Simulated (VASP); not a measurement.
# CuO (Tenorite) (Cc) in VASP: notebook

Aim: see how the results for CuO (Tenorite) move with the level of theory and the settings. Levels: PBE, PBEsol. Tasks: single point.

All numbers are computed with VASP 6.6.1; they aren't measurements. Logs are shortened: lines on timing, memory, paths and dates and some standing lists are left out, and cuts for length are marked.

## Step 1: The cell of the first run

Symmetry: Cc, No. 9, monoclinic system. Conventional cell: a = 4.689 Å, b = 3.427 Å, c = 5.132 Å, α = 90.00°, β = 99.65°, γ = 90.00°. Cu (site symmetry 1) has 4 O at 1.91 to 2.02 Å within 2.5 Å. Within 2.5 Å of O (site symmetry 1) lie 4 Cu at 1.91 to 2.02 Å.

## Step 2: Single point, PBE

File INCAR:

```
ALGO = Normal ; EDIFF = 1E-7
ENCUT = 520 ; GGA = PE
ISIF = 2 ; ISMEAR = -1
LASPH = T ; LCHARG = F
LREAL = F ; LWAVE = F
NBANDS = 25 ; NELM = 80
PREC = Accurate ; SIGMA = 0.05
```

File KPOINTS:

```
k-points
0
Gamma
  10 10 5
```

File POSCAR:

```
CuO
1.0
    2.3446500000     -1.7134000000      0.0000000000
    2.3446500000      1.7134000000      0.0000000000
   -0.8605543552      0.0000000000      5.0594363927
Cu O
2 2
Direct
    0.4968000000      0.0032000000      0.5000000000
    0.0032000000      0.4968000000      0.0000000000
    0.4056000000      0.5714000000      0.7537000000
    0.5714000000      0.4056000000      0.2537000000
```

Potentials or basis: VASP PAW PBE potentials, release 64 (Cu, O).

Started as:

```bash
cat potpaw_PBE.64/Cu/POTCAR potpaw_PBE.64/O/POTCAR > POTCAR
mpirun -np 1 vasp_std > vasp.out
```

OUTCAR:

```text
EDIFF = 1E-7
   ENCUT = 520
   GGA = PE
   ISIF = 2
   ISMEAR = -1
   LASPH = T
   LREAL = F
   NELM = 80
   PREC = Accurate

 ion  position               nearest neighbor table
   1  0.497  0.003  0.500-   4 1.91   3 1.93   4 1.98   3 2.02
   2  0.003  0.497  0.000-   3 1.91   4 1.93   3 1.98   4 2.02
   3  0.406  0.571  0.754-   2 1.91   1 1.93   2 1.98   1 2.02
   4  0.571  0.406  0.254-   1 1.91   2 1.93   1 1.98   2 2.02

  LATTYP: Found a base centered monoclinic cell.
 ALAT       =     4.6893000000
 B/A-ratio  =     0.7307700510
 C/A-ratio  =     1.0944277397
 COS(beta)  =    -0.1676807457

  Lattice vectors:

 A1 = (   2.3446500000,  -1.7134000000,   0.0000000000)
 A2 = (   2.3446500000,   1.7134000000,   0.0000000000)
 A3 = (  -0.8605543552,   0.0000000000,   5.0594363927)

Analysis of symmetry for initial positions (statically):
=====================================================================
 Subroutine PRICEL returns:
 Original cell was already a primitive cell.

 Routine SETGRP: Setting up the symmetry group for a
 base centered monoclinic supercell.

 Subroutine GETGRP returns: Found  2 space group operations
 (whereof  1 operations were pure point group operations)
 out of a pool of  4 trial point group operations.

The static configuration has the point symmetry C_1 .
 The point group associated with its full space group is C_1h.

Analysis of symmetry for dynamics (positions and initial velocities):
=====================================================================
 Subroutine PRICEL returns:
 Original cell was already a primitive cell.

 Routine SETGRP: Setting up the symmetry group for a
 base centered monoclinic supercell.

 Subroutine GETGRP returns: Found  2 space group operations
 (whereof  1 operations were pure point group operations)
 out of a pool of  4 trial point group operations.

The dynamic configuration has the point symmetry C_1 .
 The point group associated with its full space group is C_1h.

 Subroutine INISYM returns: Found  2 space group operations
 (whereof  1 operations are pure point group operations),
 and found     1 'primitive' translations

----------------------------------------------------------------------------------------

                                     Primitive cell

  volume of cell :      40.6508

  direct lattice vectors                    reciprocal lattice vectors
     2.344650000 -1.713400000  0.000000000     0.213251445 -0.291817439  0.036271720
     2.344650000  1.713400000  0.000000000     0.213251445  0.291817439  0.036271720
    -0.860554355  0.000000000  5.059436393     0.000000000  0.000000000  0.197650474

  length of vectors
     2.903984019  2.903984019  5.132100000     0.363248171  0.363248171  0.197650474

  position of ions in fractional coordinates (direct lattice)
     0.496800000  0.003200000  0.500000000
     0.003200000  0.496800000  0.000000000
     0.405600000  0.571400000  0.753700000
     0.571400000  0.405600000  0.253700000

  ion indices of the primitive-cell ions
   primitive index   ion index
                 1           1
                 2           2
                 3           3
                 4           4

----------------------------------------------------------------------------------------

 KPOINTS: k-points

Automatic generation of k-mesh.
 Grid dimensions read from file:
 generate k-points for:   10   10    5

 Generating k-lattice:

  Cartesian coordinates                     Fractional coordinates (reciprocal lattice)
     0.021325144 -0.029181744  0.003627172     0.100000000  0.000000000 -0.000000000
     0.021325144  0.029181744  0.003627172     0.000000000  0.100000000 -0.000000000
     0.000000000  0.000000000  0.039530095     0.000000000  0.000000000  0.200000000

  Length of vectors
     0.036324817  0.036324817  0.039530095

  Shift w.r.t. Gamma in fractional coordinates (k-lattice)
     0.000000000  0.000000000  0.000000000

 Subroutine IBZKPT returns following result:
 ===========================================

 Found    141 irreducible k-points:

 Following reciprocal coordinates:
            Coordinates               Weight
  0.000000  0.000000  0.000000      1.000000
  0.100000  0.000000  0.000000      4.000000
  0.200000  0.000000  0.000000      4.000000
  0.300000  0.000000  0.000000      4.000000
  0.400000 -0.000000  0.000000      4.000000
  0.500000 -0.000000 -0.000000      2.000000
[... 16 lines left out ...]
  0.300000  0.300000  0.000000      2.000000
  0.400000  0.300000 -0.000000      4.000000
 [... further k-points ...]
   k-points           NKPTS =    141   k-points in BZ     NKDIM =    141   number of bands    NBANDS=     25
   number of dos      NEDOS =    301   number of ions     NIONS =      4
   total plane-waves  NPLWV =  23040
   dimension x,y,z NGX =    24 NGY =   24 NGZ =   40
   dimension x,y,z NGXF=    48 NGYF=   48 NGZF=   80
   ions per type =               2   2
   NGX,Y,Z   is equivalent  to a cutoff of  13.74, 13.74, 12.96 a.u.
   NGXF,Y,Z  is equivalent  to a cutoff of  27.48, 27.48, 25.91 a.u.
 SYSTEM =  unknown system
   PREC   = accura    normal or accurate (medium, high low for compatibility)
   ISTART =      0    job   : 0-new  1-cont  2-samecut
   ICHARG =      2    charge: 1-file 2-atom 10-const
   ISPIN  =      1    spin polarized calculation?
   LNONCOLLINEAR =      F non collinear calculations
   LSORBIT =      F    spin-orbit coupling
   LASPH  =      T    aspherical Exc in radial PAW
   ENCUT  =  520.0 eV  38.22 Ry    6.18 a.u.   5.40  5.40  9.54*2*pi/ulx,y,z
   NELM   =     80;   NELMIN=  2; NELMDL= -5     # of ELM steps
   EDIFF  = 0.1E-06   stopping-criterion for ELM
   LREAL  =      F    real-space projection
   EDIFFG = 0.1E-05   stopping-criterion for IOM
   NSW    =      0    number of steps for IOM
   IBRION =     -1    ionic relax: 0-MD 1-quasi-New 2-CG
   NFREE  =      0    steps in history (QN), initial steepest desc. (CG)
   ISIF   =      2    stress and relaxation
   ISYM   =      2    0-nonsym 1-usesym 2-fastsym
   POTIM  = 0.5000    time-step for ionic-motion
   TEBEG  =    0.0;   TEEND  =   0.0 temperature during run
   PSTRESS=    0.0 pullay stress
   NELECT =      34.0000    total number of electrons
   NUPDOWN=      -1.0000    fix difference up-down
   EMIN   =  10.00;   EMAX   =-10.00  energy-range for DOS
   EFERMI =   0.00;   METHOD = LEGACY
   ISMEAR =    -1;   SIGMA  =   0.05  broadening in eV -4-tet -1-fermi 0-gaus
   EFERMI_NEDOS =   21; number of points for ismear=-14 and -15
   IALGO  =     38    algorithm
   IMIX   =      4    mixing-type and parameters
     AMIX     =   0.40;   BMIX     =  1.00
     AMIX_MAG =   1.60;   BMIX_MAG =  1.00
  volume/ion in A,a.u.               =      10.16        68.58
  Fermi-wavevector in a.u.,A,eV,Ry     =   1.542451  2.914811 32.370388  2.379156
  Thomas-Fermi vector in A             =   2.648254
   LORBIT       =      0    0 simple, 1 ext, 2 COOP (PROOUT), +10 PAW based schemes
   GGA     = PE    functional components
   LHFCALC =     F    Hartree Fock is set to
   AEXX    =    0.0000 exact exchange contribution
   IVDW    =     0    specifies the selected vdW correction
   LEPSILON=     F    determine dielectric tensor
   LRPA    =     F    only Hartree local field effects (RPA)
 non-spin polarized calculation
  energy-cutoff  :      520.00
  volume of cell :       40.65
 maximum number of plane-waves:      1129
 NGX is ok and might be reduce to    24
   NGX = 11   NGY = 11   NGZ = 19

 number of electron      33.9999999 magnetization

 Free energy of the ion-electron system (eV)
  ---------------------------------------------------
  ext. energy  EPLUGINS =         0.00000000
  ---------------------------------------------------
  free energy    TOTEN  =       -19.48857626 eV

  energy without entropy =      -19.46940263  energy(sigma->0) =      -19.47898944

 E-fermi :   5.6765     XC(G=0): -11.8989

 val. band max:        5.6592884726   @ k =  -0.2000   0.3000   0.4000
 cond. band min:       5.6790042069   @ k =  -0.4000   0.2000   0.4000
 fundamental gap:      0.0197157343
 Fermi energy:         5.6765184672

 k-point     1 :       0.0000    0.0000    0.0000
  band No.  band energies     occupation
      1     -14.2263      2.00000
      2     -12.9127      2.00000
      3      -2.4368      2.00000
      4       0.1489      2.00000
      5       0.5077      2.00000
      6       2.2989      2.00000
[... 17 lines left out ...]
     24      22.0628      0.00000
     25      22.4433      0.00000

 k-point     2 :       0.1000    0.0000    0.0000
  band No.  band energies     occupation
      1     -14.1593      2.00000
      2     -12.8911      2.00000
      3      -2.3271      2.00000
      4       0.1311      2.00000
      5       0.4816      2.00000
      6       1.5735      2.00000
[... 17 lines left out ...]
     24      21.5689      0.00000
     25      22.5914      0.00000

 k-point     3 :       0.2000    0.0000    0.0000
  band No.  band energies     occupation
      1     -13.9774      2.00000
      2     -12.8344      2.00000
      3      -2.0337      2.00000
      4       0.0644      2.00000
      5       0.3560      2.00000
      6       0.5854      2.00000
[... 17 lines left out ...]
     24      20.7325      0.00000
     25      22.1390      0.00000

 k-point     4 :       0.3000    0.0000    0.0000
  band No.  band energies     occupation
      1     -13.7380      2.00000
      2     -12.7632      2.00000
      3      -1.6638      2.00000
      4      -0.5577      2.00000
      5      -0.0095      2.00000
      6       0.4830      2.00000
[... 17 lines left out ...]
     24      19.6115      0.00000
     25      21.7449      0.00000
[... 477 lines left out ...]
 k-point    22 :      -0.2000    0.2000    0.0000
  band No.  band energies     occupation
      1     -13.6829      2.00000
      2     -12.7374      2.00000
      3      -1.5657      2.00000
      4      -0.1166      2.00000
      5      -0.0228      2.00000
      6       0.2863      2.00000
[... 17 lines left out ...]
     24      19.4951      0.00000
     25      19.6856      0.00000

 k-point    23 :       0.3000    0.3000    0.0000
  band No.  band energies     occupation
      1     -13.4405      2.00000
      2     -12.7129      2.00000
      3      -1.1036      2.00000
      4      -0.6335      2.00000
      5       0.3734      2.00000
      6       0.3983      2.00000
[... 17 lines left out ...]
     24      20.2506      0.00000
     25      20.5907      0.00000

 k-point    24 :       0.4000    0.3000   -0.0000
  band No.  band energies     occupation
      1     -13.2547      2.00000
      2     -12.6660      2.00000
      3      -1.1188      2.00000
      4      -0.8153      2.00000
      5       0.1557      2.00000
      6       0.3352      2.00000
[... 17 lines left out ...]
     24      19.0330      0.00000
     25      20.1196      0.00000

 [... further k-points ...]
[... 5 lines left out ...]
  --------------------------------------------------------------------------------------
  -------------------------------------------------------------------------------------
  Total        1.5966473      1.7618980      1.4823509      0.0000000      0.0000000     -0.4631587
  in kB       62.9289759     69.4420323     58.4241883      0.0000000      0.0000000    -18.2545666
  external PRESSURE =      63.5983988 kB  Pullay stress =       0.0000000 kB

 VOLUME and BASIS-vectors are now :
 -----------------------------------------------------------------------------
  energy-cutoff  :      520.00
  volume of cell :       40.65
      direct lattice vectors                 reciprocal lattice vectors
     2.344650000 -1.713400000  0.000000000     0.213251445 -0.291817439  0.036271720
     2.344650000  1.713400000  0.000000000     0.213251445  0.291817439  0.036271720
    -0.860554355  0.000000000  5.059436393     0.000000000  0.000000000  0.197650474

 POSITION                                       TOTAL-FORCE (eV/Angst)
 -----------------------------------------------------------------------------------
      0.74205     -0.84573      2.52972        -0.652468     -0.363565      0.254715
      1.17233      0.84573      0.00000        -0.652468      0.363565      0.254715
      1.64212      0.28408      3.81330         0.652468     -0.265263     -0.254715
      2.07240     -0.28408      1.28358         0.652468      0.265263     -0.254715
 -----------------------------------------------------------------------------------
    total drift:                               -0.000148      0.000000     -0.000504

  FREE ENERGIE OF THE ION-ELECTRON SYSTEM (eV)
  ---------------------------------------------------
  free  energy   TOTEN  =       -19.4885762572 eV

  energy  without entropy=      -19.4694026318  energy(sigma->0) =      -19.47898944
```

It took 77 s on 1 thread of Intel Xeon Platinum 8488C (Sapphire Rapids), shared host; peak memory 0.25 GiB.

Results:

* Free energy: -19.4886 eV
* Pressure: 6.4 GPa
* Largest force: 0.789 eV/Å
* Band gap on the k mesh: zero (band 17 reaches 5.95 eV, above the bottom of band 18 at 5.35 eV)

Forces on the atoms (eV/Å):
```
Cu  -0.652 -0.364  0.255
Cu  -0.652  0.364  0.255
O    0.652 -0.265 -0.255
O    0.652  0.265 -0.255
```

Caveat: semilocal functionals often make such compounds metallic where correlation or magnetic order opens a gap, which also shifts bond lengths. With open d or f shells a metallic result of PBE can be an artefact of self-interaction; +U or a hybrid may open a gap.

(Continued in part 2 of 2.)
